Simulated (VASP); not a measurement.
A run of VASP 6.6.1 is set up as follows.

Contents of INCAR:

```
  AGGAC = 1.0
  AGGAX = 1.0
  ALDAC = 0.0
  ALDAX = 1.0
  ALGO = Normal
  EDIFF = 1E-6
  ENCUT = 600
  GGA = B5
  GGA_COMPAT = F
  ISIF = 2
  ISMEAR = 0
  LASPH = T
  LCHARG = F
  LREAL = F
  LWAVE = F
  NBANDS = 7
  NELM = 120
  PREC = Accurate
  SIGMA = 0.1
```

KPOINTS

```
k-points
0
Gamma
  6 6 6
```

Contents of POSCAR:

```
Mg
1.0
   -1.8359916300      1.8359916300      1.6794040200
    1.8359916300     -1.8359916300      1.6794040200
    1.8359916300      1.8359916300     -1.6794040200
Mg
1
Direct
    0.0000000000      0.0000000000      0.0000000000
```

Potentials or basis: VASP PAW PBE potentials, release 64 (Mg).

The run is started by

```console
$ cat potpaw_PBE.64/Mg/POTCAR > POTCAR
$ mpirun -np 1 vasp_std > vasp.out
```

Estimate the band gap on the k mesh.

zero (band 1 reaches 6.35 eV, above the bottom of band 2 at 1.77 eV).

What does it give for the pressure?

1.4 GPa.

Stress tensor (GPa, compression positive):
```
-0.10  0.00  0.00
 0.00 -0.10  0.00
 0.00  0.00  4.42
```

Caveat: the k points lie up to 0.42 Å⁻¹ apart; the PAW data sets were made with another functional, which shifts forces and pressure a little.
